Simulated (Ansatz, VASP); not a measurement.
One calculation of Hg, two programs

```
Hg
1.0
     3.59761    0.00000    0.00000
    -1.79880    3.11562    0.00000
     0.00000    0.00000    5.58305
Hg
2
Direct
  0.33333 0.66667 0.25000
  0.66667 0.33333 0.75000
```

Alike in both runs: functional PBE; k mesh 14 × 14 × 8; occupations fermi-dirac, width 0.05 eV; no spin polarisation.

Ansatz relaxed the structure, and its values are those at the end. VASP's run is a single point on that final structure, the one shown.

|  | VASP | Ansatz |
| --- | --- | --- |
| version | VASP 6.6.1 | Ansatz 0.2.0 |
| potentials or method | VASP PAW PBE potentials, release 64 (Hg) | PAW with Ansatz's default frozen-core files, scalar-relativistic |
| plane-wave cutoff (eV) | 520 | 420 |
| valence electrons in the cell | 24 | 40 |

|  | VASP | Ansatz | Ansatz less VASP |
| --- | --- | --- | --- |
| pressure (GPa) | 0.0 | 0.0 | -0.04 |

VASP's potentials hold 24 valence electrons a cell and Ansatz's 40, so a difference there can come from the potentials and not from the codes.

Neither program's run includes spin-orbit coupling.
